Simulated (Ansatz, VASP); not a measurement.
**Mg7CoO8: VASP beside Ansatz**

The input INCAR:

```
SYSTEM = Mg7CoO8
ALGO = Normal
EDIFF = 1E-6
ENCUT = 520
ISIF = 2
ISMEAR = 0
LASPH = .True.
LCHARG = .False.
LDAU = .True.
LDAUJ = 0 0 0
LDAUL = -1 2 -1
LDAUPRINT = 1
LDAUTYPE = 2
LDAUU = 0 3.2 0
LMAXMIX = 4
LREAL = Auto
LWAVE = .False.
NBANDS = 50
NELM = 150
PREC = Accurate
SIGMA = 0.01
```

File KPOINTS:

```
k-points
0
Gamma
  2 2 2
  0 0 0
```

POSCAR

```
Mg7CoO8
1.0
    0.0000000000      4.3481000000      4.3481000000
    4.3481000000      0.0000000000      4.3481000000
    4.3481000000      4.3481000000      0.0000000000
Mg Co O
7 1 8
Direct
    0.9878010300      0.0057530400      0.9997875400
    0.0118038800      0.9804527600      0.5056642300
    0.9940867800      0.4995929100      0.5018981300
    0.4854816700      0.0118115900      0.0032462600
    0.5000057000      0.0016869000      0.4901239900
    0.4926855500      0.5014766500      0.9922720000
    0.5042112800      0.4837419100      0.5051861700
    0.9925552600      0.4956245300      0.0071453000
    0.2465326700      0.2464134700      0.2544617500
    0.2505876800      0.2420425700      0.7473136800
    0.2398825400      0.7674873200      0.2447471300
    0.2519085200      0.7454308000      0.7508721200
    0.7450322800      0.2540688200      0.2419650800
    0.7568658400      0.2451120500      0.7499844900
    0.7513899700      0.7565027500      0.2479999100
    0.7497856600      0.7444421100      0.7378618100
```

Input for Ansatz:

```yaml
crystal:
  lattice:
    - [0.0, 4.3481, 4.3481]
    - [4.3481, 0.0, 4.3481]
    - [4.3481, 4.3481, 0.0]
  atoms:
    - { symbol: Mg, position: [0.98780103, 0.00575304, 0.99978754] }
    - { symbol: Mg, position: [0.01180388, 0.98045276, 0.50566423] }
    - { symbol: Co, position: [0.99255526, 0.49562453, 0.0071453] }
    - { symbol: Mg, position: [0.99408678, 0.49959291, 0.50189813] }
    - { symbol: Mg, position: [0.48548167, 0.01181159, 0.00324626] }
    - { symbol: Mg, position: [0.5000057, 0.0016869, 0.49012399] }
    - { symbol: Mg, position: [0.49268555, 0.50147665, 0.992272] }
    - { symbol: Mg, position: [0.50421128, 0.48374191, 0.50518617] }
    - { symbol: O, position: [0.24653267, 0.24641347, 0.25446175] }
    - { symbol: O, position: [0.25058768, 0.24204257, 0.74731368] }
    - { symbol: O, position: [0.23988254, 0.76748732, 0.24474713] }
    - { symbol: O, position: [0.25190852, 0.7454308, 0.75087212] }
    - { symbol: O, position: [0.74503228, 0.25406882, 0.24196508] }
    - { symbol: O, position: [0.75686584, 0.24511205, 0.74998449] }
    - { symbol: O, position: [0.75138997, 0.75650275, 0.24799991] }
    - { symbol: O, position: [0.74978566, 0.74444211, 0.73786181] }
hamiltonian:
  xc: lda
  pseudopotentials: { kind: paw }
  hubbard: { sites: [{ species: Co, l: d, u_eff: 3.2 }] }
basis:
  ecutwfc: 420
kpoints:
  mp_grid: { grid: [2, 2, 2] }
scf:
  occupations: { method: gaussian, width: 0.01 }
  lower_state_search: "off"
output:
  forces: true
  stress: true
```

Alike in both runs: task single point; functional LDA; k mesh 2 × 2 × 2; occupations gaussian, width 0.01 eV; no spin polarisation; Hubbard terms Co d U = 3.2 eV.

|  | VASP | Ansatz |
| --- | --- | --- |
| version | VASP 6.6.1 | Ansatz 0.2.0 |
| potentials or method | VASP PAW LDA potentials, release 64 (Mg, Co, O), cutoff 520 eV | PAW, plane waves, scalar-relativistic |
| valence electrons in the cell | 71 | 135 |

|  | VASP | Ansatz | Ansatz less VASP |
| --- | --- | --- | --- |
| pressure (GPa) | -21.0 | -19.5 | +1.58 |
| rms of the force components (eV/Å) | 0.314 | 0.310 | -0.0042 |

LDA's correlation is that of Perdew and Zunger in VASP and of Perdew and Wang (1992) in Ansatz. The programs project onto different local orbitals, so the same U acts differently, and such runs can settle in different states. VASP's potentials hold 71 valence electrons a cell and Ansatz's 135, so a difference there can come from the potentials and not from the codes. Ansatz's warnings: filled band counts differ across k points.

The k mesh is coarse, so the values compare programs but aren't converged.
